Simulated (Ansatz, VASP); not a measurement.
# Co in VASP and in Ansatz

```xyz
1
Lattice="2.2474 0.0000 0.0000 0.0000 2.2474 0.0000 0.0000 0.0000 2.2474" Properties=species:S:1:pos:R:3 pbc="T T T"
Co    0.0000    0.0000    0.0000
```

Alike in both runs: task relaxation of cell and atoms; functional PBEsol; k mesh 8 × 8 × 8; occupations gaussian, width 0.1 eV; collinear spin.

```csv
,VASP,Ansatz
version,VASP 6.6.1,Ansatz 0.2.0
potentials or method,"VASP PAW PBE potentials, release 64 (Co_sv), cutoff 600 eV","scalar-relativistic, plane waves, PAW"
valence electrons in the cell,17,17
```

Ansatz gave:

- gap on the k mesh at the Fermi level, each at its own relaxed structure (eV): none
- net moment per atom (μB): 1.76
- size of the moment on the site where the two differ most (μB): 1.76
- relaxed volume (Å³/atom): 12.05
- relaxed cell length with the largest relative difference (Å): 2.292

Question: Which values does VASP return?

Answer: gap on the k mesh at the Fermi level, each at its own relaxed structure (eV): none; net moment per atom (μB): 1.76; size of the moment on the site where the two differ most (μB): 1.74; relaxed volume (Å³/atom): 11.84; relaxed cell length with the largest relative difference (Å): 2.279.

VASP's potentials were made for PBE, not for PBEsol. Site moments also hang on the region over which each program counts them. A gap of «none» marks a metal or a gap that the smearing closes.
